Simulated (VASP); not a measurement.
# NaF in VASP: notebook

NaF is run at these levels: PBE; tasks: single point.

Everything below comes from runs of VASP 6.6.1. Logs are shortened: lines on timing, memory, paths and dates and some standing lists are left out, and cuts for length are marked.

### 1 The cell of the first run

It takes space group Fm-3m (No. 225, cubic). Conventional cell: a = 4.594 Å, b = 4.594 Å, c = 4.594 Å, α = 90.00°, β = 90.00°, γ = 90.00°. Within 3.0 Å of Na (site symmetry m-3m) lie 6 F at 2.30 Å. F (site symmetry m-3m) has 6 Na at 2.30 Å within 3.0 Å.

### 2 Single point, PBE

INCAR

```
PREC     = Accurate       # precision mode
ENCUT    = 520            # plane-wave cutoff, eV
EDIFF    = 1E-6           # SCF threshold, eV
ISMEAR   = 0              # smearing method
SIGMA    = 0.01           # smearing width, eV
LREAL    = F              # projectors in reciprocal space
LASPH    = T              # aspherical terms in the spheres
NELM     = 60             # most SCF steps
ALGO     = Normal         # electronic algorithm
ISIF     = 2              # what is computed and relaxed
LWAVE    = F              # write WAVECAR
LCHARG   = F              # write CHGCAR
GGA      = PE             # functional
NBANDS   = 14             # bands
```

KPOINTS

```
regular mesh
0
Gamma
  6 6 6
```

POSCAR

```
NaF
1.0
    0.0000000000      2.2971680842      2.2971680842
    2.2971680842      0.0000000000      2.2971680842
    2.2971680842      2.2971680842      0.0000000000
Na F
1 1
Direct
    0.0000000000      0.0000000000      0.0000000000
    0.5000000000      0.5000000000      0.5000000000
```

Potentials or basis: VASP PAW PBE potentials, release 64 (Na_pv, F).

Started as:

```sh
$ cat potpaw_PBE.64/Na_pv/POTCAR potpaw_PBE.64/F/POTCAR > POTCAR
$ mpirun -np 1 vasp_std > vasp.out
```

OUTCAR:

```text
PREC = Accurate
   ENCUT = 520
   EDIFF = 1E-6
   ISMEAR = 0
   LREAL = F
   LASPH = T
   NELM = 60
   ISIF = 2
   GGA = PE

 ion  position               nearest neighbor table
   1  0.000  0.000  0.000-   2 2.30   2 2.30   2 2.30   2 2.30   2 2.30   2 2.30
   2  0.500  0.500  0.500-   1 2.30   1 2.30   1 2.30   1 2.30   1 2.30   1 2.30

  LATTYP: Found a face centered cubic cell.
 ALAT       =     4.5943361684

  Lattice vectors:

 A1 = (   0.0000000000,   2.2971680842,   2.2971680842)
 A2 = (   2.2971680842,   0.0000000000,   2.2971680842)
 A3 = (   2.2971680842,   2.2971680842,   0.0000000000)

Analysis of symmetry for initial positions (statically):
=====================================================================
 Subroutine PRICEL returns:
 Original cell was already a primitive cell.

 Routine SETGRP: Setting up the symmetry group for a
 face centered cubic supercell.

 Subroutine GETGRP returns: Found 48 space group operations
 (whereof 48 operations were pure point group operations)
 out of a pool of 48 trial point group operations.

The static configuration has the point symmetry O_h .

Analysis of symmetry for dynamics (positions and initial velocities):
=====================================================================
 Subroutine PRICEL returns:
 Original cell was already a primitive cell.

 Routine SETGRP: Setting up the symmetry group for a
 face centered cubic supercell.

 Subroutine GETGRP returns: Found 48 space group operations
 (whereof 48 operations were pure point group operations)
 out of a pool of 48 trial point group operations.

The dynamic configuration has the point symmetry O_h .

 Subroutine INISYM returns: Found 48 space group operations
 (whereof 48 operations are pure point group operations),
 and found     1 'primitive' translations

----------------------------------------------------------------------------------------

                                     Primitive cell

  volume of cell :      24.2442

  direct lattice vectors                    reciprocal lattice vectors
     0.000000000  2.297168084  2.297168084    -0.217659301  0.217659301  0.217659301
     2.297168084  0.000000000  2.297168084     0.217659301 -0.217659301  0.217659301
     2.297168084  2.297168084  0.000000000     0.217659301  0.217659301 -0.217659301

  length of vectors
     3.248686260  3.248686260  3.248686260     0.376996968  0.376996968  0.376996968

  position of ions in fractional coordinates (direct lattice)
     0.000000000  0.000000000  0.000000000
     0.500000000  0.500000000  0.500000000

  ion indices of the primitive-cell ions
   primitive index   ion index
                 1           1
                 2           2

----------------------------------------------------------------------------------------

 KPOINTS: regular mesh

Automatic generation of k-mesh.
 Grid dimensions read from file:
 generate k-points for:    6    6    6

 Generating k-lattice:

  Cartesian coordinates                     Fractional coordinates (reciprocal lattice)
    -0.036276550  0.036276550  0.036276550     0.166666667  0.000000000  0.000000000
     0.036276550 -0.036276550  0.036276550     0.000000000  0.166666667  0.000000000
     0.036276550  0.036276550 -0.036276550     0.000000000  0.000000000  0.166666667

  Length of vectors
     0.062832828  0.062832828  0.062832828

  Shift w.r.t. Gamma in fractional coordinates (k-lattice)
     0.000000000  0.000000000  0.000000000

 Subroutine IBZKPT returns following result:
 ===========================================

 Found     16 irreducible k-points:

 Following reciprocal coordinates:
            Coordinates               Weight
  0.000000  0.000000  0.000000      1.000000
  0.166667  0.000000  0.000000      8.000000
  0.333333  0.000000  0.000000      8.000000
  0.500000  0.000000  0.000000      4.000000
  0.166667  0.166667  0.000000      6.000000
  0.333333  0.166667  0.000000     24.000000
[... 8 lines left out ...]
 -0.333333  0.333333  0.166667     24.000000
 -0.333333  0.500000  0.166667     12.000000
   k-points           NKPTS =     16   k-points in BZ     NKDIM =     16   number of bands    NBANDS=     14
   number of dos      NEDOS =    301   number of ions     NIONS =      2
   total plane-waves  NPLWV =  13824
   dimension x,y,z NGX =    24 NGY =   24 NGZ =   24
   dimension x,y,z NGXF=    48 NGYF=   48 NGZF=   48
   ions per type =               1   1
   NGX,Y,Z   is equivalent  to a cutoff of  12.28, 12.28, 12.28 a.u.
   NGXF,Y,Z  is equivalent  to a cutoff of  24.56, 24.56, 24.56 a.u.
 SYSTEM =  unknown system
   PREC   = accura    normal or accurate (medium, high low for compatibility)
   ISTART =      0    job   : 0-new  1-cont  2-samecut
   ICHARG =      2    charge: 1-file 2-atom 10-const
   ISPIN  =      1    spin polarized calculation?
   LNONCOLLINEAR =      F non collinear calculations
   LSORBIT =      F    spin-orbit coupling
   LASPH  =      T    aspherical Exc in radial PAW
   ENCUT  =  520.0 eV  38.22 Ry    6.18 a.u.   6.04  6.04  6.04*2*pi/ulx,y,z
   NELM   =     60;   NELMIN=  2; NELMDL= -5     # of ELM steps
   EDIFF  = 0.1E-05   stopping-criterion for ELM
   LREAL  =      F    real-space projection
   EDIFFG = 0.1E-04   stopping-criterion for IOM
   NSW    =      0    number of steps for IOM
   IBRION =     -1    ionic relax: 0-MD 1-quasi-New 2-CG
   NFREE  =      0    steps in history (QN), initial steepest desc. (CG)
   ISIF   =      2    stress and relaxation
   ISYM   =      2    0-nonsym 1-usesym 2-fastsym
   POTIM  = 0.5000    time-step for ionic-motion
   TEBEG  =    0.0;   TEEND  =   0.0 temperature during run
   PSTRESS=    0.0 pullay stress
   NELECT =      14.0000    total number of electrons
   NUPDOWN=      -1.0000    fix difference up-down
   EMIN   =  10.00;   EMAX   =-10.00  energy-range for DOS
   EFERMI =   0.00;   METHOD = LEGACY
   ISMEAR =     0;   SIGMA  =   0.01  broadening in eV -4-tet -1-fermi 0-gaus
   EFERMI_NEDOS =   21; number of points for ismear=-14 and -15
   IALGO  =     38    algorithm
   IMIX   =      4    mixing-type and parameters
     AMIX     =   0.40;   BMIX     =  1.00
     AMIX_MAG =   1.60;   BMIX_MAG =  1.00
  volume/ion in A,a.u.               =      12.12        81.80
  Fermi-wavevector in a.u.,A,eV,Ry     =   1.363269  2.576204 25.286442  1.858501
  Thomas-Fermi vector in A             =   2.489686
   LORBIT       =      0    0 simple, 1 ext, 2 COOP (PROOUT), +10 PAW based schemes
   GGA     = PE    functional components
   LHFCALC =     F    Hartree Fock is set to
   AEXX    =    0.0000 exact exchange contribution
   IVDW    =     0    specifies the selected vdW correction
   LEPSILON=     F    determine dielectric tensor
   LRPA    =     F    only Hartree local field effects (RPA)
 non-spin polarized calculation
 Gauss-broadening in eV      SIGMA  =   0.01
  energy-cutoff  :      520.00
  volume of cell :       24.24
 maximum number of plane-waves:       660
   NGX = 13   NGY = 13   NGZ = 13

 number of electron      13.9999992 magnetization

 Free energy of the ion-electron system (eV)
  ---------------------------------------------------
  ext. energy  EPLUGINS =         0.00000000
  ---------------------------------------------------
  free energy    TOTEN  =        -8.54956453 eV

  energy without entropy =       -8.54956453  energy(sigma->0) =       -8.54956453

 E-fermi :  -1.8044     XC(G=0):  -9.2791

 val. band max:       -1.9696246392   @ k =   0.0000   0.0000   0.0000
 cond. band min:       4.4710298268   @ k =   0.0000   0.0000   0.0000
 fundamental gap:      6.4406544659
 Fermi energy:        -1.8044346123

 k-point     1 :       0.0000    0.0000    0.0000
  band No.  band energies     occupation
      1     -21.1875      2.00000
      2     -20.8402      2.00000
      3     -20.8402      2.00000
      4     -20.8402      2.00000
      5      -1.9696      2.00000
      6      -1.9696      2.00000
      7      -1.9696      2.00000
      8       4.4710      0.00000
      9      17.1916      0.00000
     10      17.1916      0.00000
     11      17.1917      0.00000
     12      20.1069      0.00000
     13      22.3139      0.00000
     14      22.3139      0.00000

 k-point     2 :       0.1667    0.0000    0.0000
  band No.  band energies     occupation
      1     -21.4486      2.00000
      2     -20.8435      2.00000
      3     -20.8435      2.00000
      4     -20.5424      2.00000
      5      -2.4713      2.00000
      6      -2.0379      2.00000
      7      -2.0379      2.00000
      8       5.4145      0.00000
      9      14.7031      0.00000
     10      17.6139      0.00000
     11      17.6139      0.00000
     12      21.4933      0.00000
     13      21.4933      0.00000
     14      22.6229      0.00000

 k-point     3 :       0.3333    0.0000    0.0000
  band No.  band energies     occupation
      1     -21.7064      2.00000
      2     -20.8500      2.00000
      3     -20.8500      2.00000
      4     -20.2089      2.00000
      5      -3.2729      2.00000
      6      -2.1716      2.00000
      7      -2.1716      2.00000
      8       7.4228      0.00000
      9      12.2016      0.00000
     10      18.2886      0.00000
     11      18.2886      0.00000
     12      21.0181      0.00000
     13      21.0181      0.00000
     14      22.4728      0.00000
[... 188 lines left out ...]
 k-point    15 :      -0.3333    0.3333    0.1667
  band No.  band energies     occupation
      1     -21.5203      2.00000
      2     -20.9225      2.00000
      3     -20.8967      2.00000
      4     -20.3079      2.00000
      5      -3.1403      2.00000
      6      -2.7216      2.00000
      7      -2.3986      2.00000
      8      10.6099      0.00000
      9      11.1354      0.00000
     10      14.4627      0.00000
     11      16.3389      0.00000
     12      20.9843      0.00000
     13      21.6958      0.00000
     14      26.3515      0.00000

 k-point    16 :      -0.3333    0.5000    0.1667
  band No.  band energies     occupation
      1     -21.3182      2.00000
      2     -20.9693      2.00000
      3     -20.9216      2.00000
      4     -20.4693      2.00000
      5      -3.0830      2.00000
      6      -2.6379      2.00000
      7      -2.5202      2.00000
      8      11.4126      0.00000
      9      11.4278      0.00000
     10      12.8931      0.00000
     11      16.0645      0.00000
     12      19.8189      0.00000
     13      24.4140      0.00000
     14      24.4810      0.00000

------------------------ aborting loop because EDIFF is reached ----------------------------------------

  FORCE on cell =-STRESS in cart. coord.  units (eV):
  Direction    XX          YY          ZZ          XY          YZ          ZX
  --------------------------------------------------------------------------------------
  -------------------------------------------------------------------------------------
  Total        0.5299152      0.5299152      0.5299152      0.0000000      0.0000000      0.0000000
  in kB       35.0193970     35.0193970     35.0193970      0.0000000      0.0000000      0.0000000
  external PRESSURE =      35.0193970 kB  Pullay stress =       0.0000000 kB

 VOLUME and BASIS-vectors are now :
 -----------------------------------------------------------------------------
  energy-cutoff  :      520.00
  volume of cell :       24.24
      direct lattice vectors                 reciprocal lattice vectors
     0.000000000  2.297168084  2.297168084    -0.217659301  0.217659301  0.217659301
     2.297168084  0.000000000  2.297168084     0.217659301 -0.217659301  0.217659301
     2.297168084  2.297168084  0.000000000     0.217659301  0.217659301 -0.217659301

 POSITION                                       TOTAL-FORCE (eV/Angst)
 -----------------------------------------------------------------------------------
      0.00000      0.00000      0.00000        -0.000000     -0.000000     -0.000000
      2.29717      2.29717      2.29717         0.000000      0.000000      0.000000
 -----------------------------------------------------------------------------------
    total drift:                                0.000000     -0.000000      0.000000

  FREE ENERGIE OF THE ION-ELECTRON SYSTEM (eV)
  ---------------------------------------------------
  free  energy   TOTEN  =        -8.5495645324 eV

  energy  without entropy=       -8.5495645324  energy(sigma->0) =       -8.54956453
```

Wall time 3.8 s (1 thread of Intel Xeon Platinum 8259CL at 2.50GHz (Skylake/Cascade Lake), shared host); peak memory 0.13 GiB.

What came out:

| Item | Value |
| --- | --- |
| Free energy | -8.5496 eV |
| Pressure | 3.5 GPa |
| Band gap on the k mesh | 6.44 eV, direct |

Levels at points of the mesh, in eV from the valence-band top:
```tsv
k point	band 4	band 5	band 6	band 7	band 8	band 9	band 10	band 11
(0.00, 0.00, 0.00)	-18.87	0.00	0.00	0.00	6.44	19.16	19.16	19.16
(0.50, 0.00, 0.00)	-18.11	-1.64	-0.27	-0.27	10.94	12.69	20.39	20.39
(0.50, 0.50, 0.00)	-18.93	-1.31	-0.42	-0.42	13.37	13.39	13.86	20.11
```

### 3 Single point, PBE (strain -2.0%)

INCAR

```
SYSTEM = NaF
  PREC = Accurate
  ENCUT = 520
  EDIFF = 1E-6
  ISMEAR = 0
  SIGMA = 0.01
  LREAL = .False.
  LASPH = .True.
  NELM = 60
  ALGO = Normal
  ISIF = 2
  LWAVE = .False.
  LCHARG = .False.
  GGA = PE
  NBANDS = 14
```

KPOINTS

```
regular mesh
0
Gamma
  6 6 6
  0 0 0
```

POSCAR

```
NaF
1.0
    0.0000000000      2.2512247225      2.2512247225
    2.2512247225      0.0000000000      2.2512247225
    2.2512247225      2.2512247225      0.0000000000
Na F
1 1
Direct
    0.0000000000      0.0000000000      0.0000000000
    0.5000000000      0.5000000000      0.5000000000
```

Potentials or basis: VASP PAW PBE potentials, release 64 (Na_pv, F).

Started as:

```sh
$ cat potpaw_PBE.64/Na_pv/POTCAR potpaw_PBE.64/F/POTCAR > POTCAR
$ mpirun -np 1 vasp_std > vasp.out
```

Run time: 3.9 s. Hardware: 1 thread of Intel Xeon Platinum 8259CL at 2.50GHz (Skylake/Cascade Lake), shared host; peak memory 0.13 GiB.

The run converged. Its results:

* Free energy: -8.4979 eV
* Pressure: 7.8 GPa
* Band gap on the k mesh: 6.79 eV, direct

Levels at points of the mesh, in eV from the valence-band top:
| k point | band 5 | band 6 | band 7 | band 8 | band 9 | band 10 |
| --- | --- | --- | --- | --- | --- | --- |
| (0.00, 0.00, 0.00) | 0.00 | 0.00 | 0.00 | 6.79 | 19.60 | 19.60 |
| (0.50, 0.00, 0.00) | -1.78 | -0.30 | -0.30 | 11.33 | 13.23 | 21.07 |
| (0.50, 0.50, 0.00) | -1.41 | -0.45 | -0.45 | 13.59 | 13.89 | 14.49 |

Caveat: the cell differs from its parent crystal (strain -2.0%).

### 4 Single point, PBE (epitaxial xy strain -2.0%)

INCAR

```
SYSTEM = NaF
  PREC = Accurate
  ENCUT = 520
  EDIFF = 1E-6
  ISMEAR = 0
  SIGMA = 0.01
  LREAL = .FALSE.
  LASPH = .TRUE.
  NELM = 80
  ALGO = Normal
  ISIF = 2
  LWAVE = .FALSE.
  LCHARG = .FALSE.
  GGA = PE
  NBANDS = 14
```

KPOINTS

```
Automatic mesh
0
G
  6 6 6
  0 0 0
```

POSCAR

```
NaF
1.0
    0.0000000000      2.2512247225      2.3152038601
    2.2512247225      0.0000000000      2.3152038601
    2.2512247225      2.2512247225      0.0000000000
Na F
1 1
Direct
    0.0000000000      0.0000000000      0.0000000000
    0.5000000000      0.5000000000      0.5000000000
```

Started as:

```sh
$ cat potpaw_PBE.64/Na_pv/POTCAR potpaw_PBE.64/F/POTCAR > POTCAR
$ mpirun -np 1 vasp_std > vasp.out
```

Run time: 5.9 s. Hardware: 1 thread of Intel Xeon Platinum 8259CL at 2.50GHz (Skylake/Cascade Lake), shared host; peak memory 0.13 GiB.

The run converged. Its results:

| Item | Value |
| --- | --- |
| Free energy | -8.5216 eV |
| Pressure | 5.8 GPa |
| Band gap on the k mesh | 6.62 eV, direct |

Stress tensor (GPa, compression positive):
```
6.86 0.00 0.00
0.00 6.86 0.00
0.00 0.00 3.63
```

Levels at points of the mesh, in eV from the valence-band top:
```
           k point  band 3  band 4  band 5  band 6  band 7  band 8  band 9  band 10  band 11  band 12
(0.00, 0.00, 0.00)  -18.77  -18.77    0.00    0.00    0.00    6.62   19.26    19.47    19.47    22.39
(0.50, 0.00, 0.00)  -18.78  -18.01   -1.72   -0.30   -0.27   11.15   12.97    20.49    21.03    23.41
(0.50, 0.50, 0.00)  -18.83  -18.83   -1.40   -0.40   -0.40   13.39   13.69    14.14    20.77    20.77
(0.50, 0.00, 0.50)  -18.85  -18.84   -1.35   -0.47   -0.43   13.41   13.78    14.23    20.28    20.58
```

Caveat: the cell differs from its parent crystal (epitaxial xy strain -2.0%).

### 5 Summary

```tsv
cell	gap on the mesh (eV)	pressure (GPa)
a = 3.249 Å, angles 60.0°, 2 atoms	6.44	3.5
a = 3.184 Å, angles 60.0°, 2 atoms	6.79	7.8
a = 3.229, b = 3.229, c = 3.184 Å, angles 60.5, 60.5, 59.1°, 2 atoms	6.62	5.8
```

Alike in all rows: task single point; level PBE; potentials or basis VASP PAW PBE potentials, release 64 (Na_pv, F); no spin polarisation; k mesh 6 × 6 × 6; cutoff (eV) 520; smearing gaussian 0.01 eV.

Absolute energies hang on the potentials; compare differences alone.
